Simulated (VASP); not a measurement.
# SbTe2O (P4/mmm) in VASP: a series of runs

Runs on SbTe2O. Level: PBE. Tasks: single point, relaxation of cell and atoms.

Program: VASP 6.6.1. These are calculated values, not measurements. Logs are shortened: lines on timing, memory, paths and dates and some standing lists are left out, and cuts for length are marked.

**1. The cell of the first run**

The structure is tetragonal, space group P4/mmm (No. 123). The conventional cell has a = 4.116 Å, b = 4.116 Å, c = 6.102 Å, α = 90.00°, β = 90.00°, γ = 90.00°. Sb (site symmetry 4/mmm) has 6 Te at 2.91 to 3.05 Å within 3.8 Å. Within 3.8 Å of Te (site symmetry 4/mmm) lie 4 O at 2.91 Å and 2 Sb at 3.05 Å. Te (site symmetry 4/mmm) has 4 Sb at 2.91 Å and 2 O at 3.05 Å within 3.8 Å. Within 3.8 Å of O (site symmetry 4/mmm) lie 6 Te at 2.91 to 3.05 Å.

**2. Single point, PBE**

INCAR

```
PREC = Accurate
ENCUT = 520
EDIFF = 1E-6
ISMEAR = 0
SIGMA = 0.1
LREAL = F
LASPH = T
NELM = 60
ALGO = Normal
ISIF = 2
LWAVE = F
LCHARG = F
GGA = PE
NBANDS = 20
```

KPOINTS

```
regular mesh
0
Gamma
  4 4 4
```

POSCAR

```
SbTe2O
1.0
    4.1158439645      0.0000000000      0.0000000000
    0.0000000000      4.1158439645      0.0000000000
    0.0000000000      0.0000000000      6.1017443486
Sb Te O
1 2 1
Direct
    0.0000000000      0.0000000000      0.0000000000
    0.0000000000      0.0000000000      0.5000000000
    0.5000000000      0.5000000000      0.0000000000
    0.5000000000      0.5000000000      0.5000000000
```

Potentials or basis: VASP PAW PBE potentials, release 64 (Sb, Te, O).

Command:

```console
cat potpaw_PBE.64/Sb/POTCAR potpaw_PBE.64/Te/POTCAR potpaw_PBE.64/O/POTCAR > POTCAR
mpirun -np 1 vasp_std > vasp.out
```

OUTCAR:

```text
PREC = Accurate
   ENCUT = 520
   EDIFF = 1E-6
   ISMEAR = 0
   LREAL = F
   LASPH = T
   NELM = 60
   ISIF = 2
   GGA = PE

 ion  position               nearest neighbor table
   1  0.000  0.000  0.000-   3 2.91   3 2.91   3 2.91   3 2.91   2 3.05   2 3.05
   2  0.000  0.000  0.500-   1 3.05   1 3.05
   3  0.500  0.500  0.000-   1 2.91   1 2.91   1 2.91   1 2.91
   4  0.500  0.500  0.500-

  LATTYP: Found a simple tetragonal cell.
 ALAT       =     4.1158439645
 C/A-ratio  =     1.4825013779

  Lattice vectors:

 A1 = (   4.1158439645,   0.0000000000,   0.0000000000)
 A2 = (   0.0000000000,   4.1158439645,   0.0000000000)
 A3 = (   0.0000000000,   0.0000000000,   6.1017443486)

Analysis of symmetry for initial positions (statically):
=====================================================================
 Subroutine PRICEL returns:
 Original cell was already a primitive cell.

 Routine SETGRP: Setting up the symmetry group for a
 simple tetragonal supercell.

 Subroutine GETGRP returns: Found 16 space group operations
 (whereof 16 operations were pure point group operations)
 out of a pool of 16 trial point group operations.

The static configuration has the point symmetry D_4h.

Analysis of symmetry for dynamics (positions and initial velocities):
=====================================================================
 Subroutine PRICEL returns:
 Original cell was already a primitive cell.

 Routine SETGRP: Setting up the symmetry group for a
 simple tetragonal supercell.

 Subroutine GETGRP returns: Found 16 space group operations
 (whereof 16 operations were pure point group operations)
 out of a pool of 16 trial point group operations.

The dynamic configuration has the point symmetry D_4h.

 Subroutine INISYM returns: Found 16 space group operations
 (whereof 16 operations are pure point group operations),
 and found     1 'primitive' translations

----------------------------------------------------------------------------------------

                                     Primitive cell

  volume of cell :     103.3646

  direct lattice vectors                    reciprocal lattice vectors
     4.115843964  0.000000000  0.000000000     0.242963535  0.000000000  0.000000000
     0.000000000  4.115843964  0.000000000     0.000000000  0.242963535  0.000000000
     0.000000000  0.000000000  6.101744349     0.000000000  0.000000000  0.163887561

  length of vectors
     4.115843964  4.115843964  6.101744349     0.242963535  0.242963535  0.163887561

  position of ions in fractional coordinates (direct lattice)
     0.000000000  0.000000000  0.000000000
     0.000000000  0.000000000  0.500000000
     0.500000000  0.500000000  0.000000000
     0.500000000  0.500000000  0.500000000

  ion indices of the primitive-cell ions
   primitive index   ion index
                 1           1
                 2           2
                 3           3
                 4           4

----------------------------------------------------------------------------------------

 KPOINTS: regular mesh

Automatic generation of k-mesh.
 Grid dimensions read from file:
 generate k-points for:    4    4    4

 Generating k-lattice:

  Cartesian coordinates                     Fractional coordinates (reciprocal lattice)
     0.060740884  0.000000000  0.000000000     0.250000000  0.000000000  0.000000000
     0.000000000  0.060740884  0.000000000     0.000000000  0.250000000  0.000000000
     0.000000000  0.000000000  0.040971890     0.000000000  0.000000000  0.250000000

  Length of vectors
     0.060740884  0.060740884  0.040971890

  Shift w.r.t. Gamma in fractional coordinates (k-lattice)
     0.000000000  0.000000000  0.000000000

 Subroutine IBZKPT returns following result:
 ===========================================

 Found     18 irreducible k-points:

 Following reciprocal coordinates:
            Coordinates               Weight
  0.000000  0.000000  0.000000      1.000000
  0.250000  0.000000  0.000000      4.000000
  0.500000  0.000000  0.000000      2.000000
  0.250000  0.250000  0.000000      4.000000
  0.500000  0.250000  0.000000      4.000000
  0.500000  0.500000  0.000000      1.000000
[... 10 lines left out ...]
  0.500000  0.250000  0.500000      4.000000
  0.500000  0.500000  0.500000      1.000000
   k-points           NKPTS =     18   k-points in BZ     NKDIM =     18   number of bands    NBANDS=     20
   number of dos      NEDOS =    301   number of ions     NIONS =      4
   total plane-waves  NPLWV =  49152
   dimension x,y,z NGX =    32 NGY =   32 NGZ =   48
   dimension x,y,z NGXF=    64 NGYF=   64 NGZF=   96
   ions per type =               1   2   1
   NGX,Y,Z   is equivalent  to a cutoff of  12.93, 12.93, 13.08 a.u.
   NGXF,Y,Z  is equivalent  to a cutoff of  25.85, 25.85, 26.16 a.u.
 SYSTEM =  unknown system
   PREC   = accura    normal or accurate (medium, high low for compatibility)
   ISTART =      0    job   : 0-new  1-cont  2-samecut
   ICHARG =      2    charge: 1-file 2-atom 10-const
   ISPIN  =      1    spin polarized calculation?
   LNONCOLLINEAR =      F non collinear calculations
   LSORBIT =      F    spin-orbit coupling
   LASPH  =      T    aspherical Exc in radial PAW
   ENCUT  =  520.0 eV  38.22 Ry    6.18 a.u.   7.65  7.65 11.35*2*pi/ulx,y,z
   NELM   =     60;   NELMIN=  2; NELMDL= -5     # of ELM steps
   EDIFF  = 0.1E-05   stopping-criterion for ELM
   LREAL  =      F    real-space projection
   EDIFFG = 0.1E-04   stopping-criterion for IOM
   NSW    =      0    number of steps for IOM
   IBRION =     -1    ionic relax: 0-MD 1-quasi-New 2-CG
   NFREE  =      0    steps in history (QN), initial steepest desc. (CG)
   ISIF   =      2    stress and relaxation
   ISYM   =      2    0-nonsym 1-usesym 2-fastsym
   POTIM  = 0.5000    time-step for ionic-motion
   TEBEG  =    0.0;   TEEND  =   0.0 temperature during run
   PSTRESS=    0.0 pullay stress
   NELECT =      23.0000    total number of electrons
   NUPDOWN=      -1.0000    fix difference up-down
   EMIN   =  10.00;   EMAX   =-10.00  energy-range for DOS
   EFERMI =   0.00;   METHOD = LEGACY
   ISMEAR =     0;   SIGMA  =   0.10  broadening in eV -4-tet -1-fermi 0-gaus
   EFERMI_NEDOS =   21; number of points for ismear=-14 and -15
   IALGO  =     38    algorithm
   IMIX   =      4    mixing-type and parameters
     AMIX     =   0.40;   BMIX     =  1.00
     AMIX_MAG =   1.60;   BMIX_MAG =  1.00
  volume/ion in A,a.u.               =      25.84       174.38
  Fermi-wavevector in a.u.,A,eV,Ry     =   0.992035  1.874674 13.389939  0.984133
  Thomas-Fermi vector in A             =   2.123818
   LORBIT       =      0    0 simple, 1 ext, 2 COOP (PROOUT), +10 PAW based schemes
   GGA     = PE    functional components
   LHFCALC =     F    Hartree Fock is set to
   AEXX    =    0.0000 exact exchange contribution
   IVDW    =     0    specifies the selected vdW correction
   LEPSILON=     F    determine dielectric tensor
   LRPA    =     F    only Hartree local field effects (RPA)
 non-spin polarized calculation
 Gauss-broadening in eV      SIGMA  =   0.10
  energy-cutoff  :      520.00
  volume of cell :      103.36
 maximum number of plane-waves:      2815
 NGX is ok and might be reduce to    32
   NGX = 15   NGY = 15   NGZ = 23

 number of electron      23.0000005 magnetization

 Free energy of the ion-electron system (eV)
  ---------------------------------------------------
  ext. energy  EPLUGINS =         0.00000000
  ---------------------------------------------------
  free energy    TOTEN  =       -13.72097771 eV

  energy without entropy =      -13.69993761  energy(sigma->0) =      -13.71045766

 E-fermi :   6.0054     XC(G=0):  -9.5480

 val. band max:        5.9965668225   @ k =   0.5000   0.2500   0.0000
 cond. band min:       6.0488291998   @ k =   0.2500   0.0000   0.2500
 fundamental gap:      0.0522623774
 Fermi energy:         6.0054389797

 k-point     1 :       0.0000    0.0000    0.0000
  band No.  band energies     occupation
      1     -10.6564      2.00000
      2      -7.3726      2.00000
      3      -4.6568      2.00000
      4      -0.1851      2.00000
      5       0.3422      2.00000
      6       1.9855      2.00000
[... 12 lines left out ...]
     19      12.1604      0.00000
     20      12.7188      0.00000

 k-point     2 :       0.2500    0.0000    0.0000
  band No.  band energies     occupation
      1     -10.5949      2.00000
      2      -6.9186      2.00000
      3      -4.8602      2.00000
      4      -2.0528      2.00000
      5       0.7655      2.00000
      6       2.5852      2.00000
[... 12 lines left out ...]
     19      12.6047      0.00000
     20      13.4417      0.00000

 k-point     3 :       0.5000    0.0000    0.0000
  band No.  band energies     occupation
      1     -10.5319      2.00000
      2      -5.7720      2.00000
      3      -5.7111      2.00000
      4      -3.3022      2.00000
      5       1.5611      2.00000
      6       2.5741      2.00000
[... 12 lines left out ...]
     19      13.5610      0.00000
     20      13.8288      0.00000

 k-point     4 :       0.2500    0.2500    0.0000
  band No.  band energies     occupation
      1     -10.5502      2.00000
      2      -6.4831      2.00000
      3      -4.8865      2.00000
      4      -2.2522      2.00000
      5       0.6452      2.00000
      6       1.1346      2.00000
[... 291 lines left out ...]
 k-point    17 :       0.5000    0.2500    0.5000
  band No.  band energies     occupation
      1     -10.4953      2.00000
      2      -5.4973      2.00000
      3      -4.9371      2.00000
      4      -4.0477      2.00000
      5       1.4385      2.00000
      6       1.6793      2.00000
[... 12 lines left out ...]
     19      12.9914      0.00000
     20      13.8446      0.00000

 k-point    18 :       0.5000    0.5000    0.5000
  band No.  band energies     occupation
      1     -10.4691      2.00000
      2      -5.0536      2.00000
      3      -4.7370      2.00000
      4      -3.3654      2.00000
      5      -0.1007      2.00000
      6      -0.1007      2.00000
[... 12 lines left out ...]
     19      13.4757      0.00000
     20      13.4757      0.00000

------------------------ aborting loop because EDIFF is reached ----------------------------------------

  FORCE on cell =-STRESS in cart. coord.  units (eV):
  Direction    XX          YY          ZZ          XY          YZ          ZX
  --------------------------------------------------------------------------------------
  -------------------------------------------------------------------------------------
  Total       -0.2308241     -0.2308241     -0.1656383      0.0000000      0.0000000      0.0000000
  in kB       -3.5778319     -3.5778319     -2.5674348      0.0000000      0.0000000      0.0000000
  external PRESSURE =      -3.2410329 kB  Pullay stress =       0.0000000 kB

 VOLUME and BASIS-vectors are now :
 -----------------------------------------------------------------------------
  energy-cutoff  :      520.00
  volume of cell :      103.36
      direct lattice vectors                 reciprocal lattice vectors
     4.115843964  0.000000000  0.000000000     0.242963535  0.000000000  0.000000000
     0.000000000  4.115843964  0.000000000     0.000000000  0.242963535  0.000000000
     0.000000000  0.000000000  6.101744349     0.000000000  0.000000000  0.163887561

 POSITION                                       TOTAL-FORCE (eV/Angst)
 -----------------------------------------------------------------------------------
      0.00000      0.00000      0.00000         0.000000      0.000000      0.000000
      0.00000      0.00000      3.05087         0.000000      0.000000      0.000000
      2.05792      2.05792      0.00000         0.000000      0.000000      0.000000
      2.05792      2.05792      3.05087         0.000000      0.000000      0.000000
 -----------------------------------------------------------------------------------
    total drift:                                0.000000      0.000000     -0.000000

  FREE ENERGIE OF THE ION-ELECTRON SYSTEM (eV)
  ---------------------------------------------------
  free  energy   TOTEN  =       -13.7209777103 eV

  energy  without entropy=      -13.6999376053  energy(sigma->0) =      -13.71045766
```

Run time: 26 s. Hardware: 1 thread of Intel Xeon Platinum 8488C (Sapphire Rapids), shared host; peak memory 0.23 GiB.

Results:

- Free energy: -13.7210 eV
- Pressure: -0.3 GPa

Stress tensor (GPa, compression positive):
```
-0.36  0.00  0.00
 0.00 -0.36  0.00
 0.00  0.00 -0.26
```

Caveat: the k points lie up to 0.38 Å⁻¹ apart; spin-orbit coupling is left out, which moves the levels of the heavy elements; an odd number of electrons without spin polarisation forces a metal; a magnetic or distorted state may lie lower.

[end of part 1 of 2]
